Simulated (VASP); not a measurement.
Input of a VASP 6.6.1 run:

The input INCAR:

```
ALGO = Normal ; EDIFF = 1E-6
ENCUT = 520 ; GGA = PE
ISIF = 2 ; ISMEAR = -1
LASPH = True ; LCHARG = True
LELF = True ; LREAL = False
LVHAR = True ; LWAVE = False
NBANDS = 11 ; NELM = 100
PREC = Accurate ; SIGMA = 0.1
```

Contents of KPOINTS:

```
k-points
0
Gamma
  13 13 13
```

Contents of POSCAR:

```
BeTe
1.0
    0.0000000000      2.2479732024      2.2479732024
    2.2479732024      0.0000000000      2.2479732024
    2.2479732024      2.2479732024      0.0000000000
Be Te
1 1
Direct
    0.0000000000      0.0000000000      0.0000000000
    0.2500000000      0.2500000000      0.2500000000
```

Potentials or basis: VASP PAW PBE potentials, release 64 (Be, Te).

Run with:

```bash
$ cat potpaw_PBE.64/Be/POTCAR potpaw_PBE.64/Te/POTCAR > POTCAR
$ mpirun -np 1 vasp_std > vasp.out
```

Problem. What does it give for the band gap on the k mesh?

Solution. Zero (band 4 reaches 15.96 eV, above the bottom of band 5 at 15.51 eV).

Problem. What does it give for the pressure?

Solution. 153.0 GPa.

Caveat: spin-orbit coupling is left out, which moves the levels of the heavy elements.
